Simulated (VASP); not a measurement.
# GaP: single point with BLYP+D3(BJ)

The system is GaP.

```
Ga P
1.0
     0.00000    2.76111    2.76111
     2.76111    0.00000    2.76111
     2.76111    2.76111    0.00000
Ga P
1 1
Direct
  0.00000 0.00000 0.00000
  0.75000 0.75000 0.75000
```

```yaml
Program: VASP 6.6.1
Task: single point
Functional: BLYP
Dispersion: D3(BJ)
Potentials_or_basis: VASP PAW PBE potentials, release 64 (Ga_d, P)
Cutoff: 520 eV
k_mesh: 8 × 8 × 8
Occupations: fermi-dirac, width 0.05 eV
Spin: no spin polarisation
```

```
Pressure                   : -2.8 GPa
Band gap on the k mesh     : 1.40 eV
Dispersion energy per atom : -0.678 eV
```

Levels at points of the mesh, in eV from the valence-band top:
| k point | band 6 | band 7 | band 8 | band 9 | band 10 | band 11 | band 12 | band 13 |
| --- | --- | --- | --- | --- | --- | --- | --- | --- |
| (0.00, 0.00, 0.00) | -12.19 | 0.00 | 0.00 | 0.00 | 1.40 | 3.95 | 3.95 | 3.95 |
| (0.50, 0.00, 0.00) | -10.27 | -6.38 | -1.05 | -1.05 | 1.56 | 4.82 | 4.82 | 8.40 |
| (0.50, 0.50, 0.00) | -9.43 | -6.59 | -2.51 | -2.51 | 1.90 | 1.96 | 10.27 | 10.27 |

It took 52 s on 1 thread of Intel Xeon 8259CL, with other jobs on the host, peak memory 0.18 GiB.

Caveat: the PAW data sets were made with another functional, which shifts forces and pressure a little. A k mesh can miss the band edges.
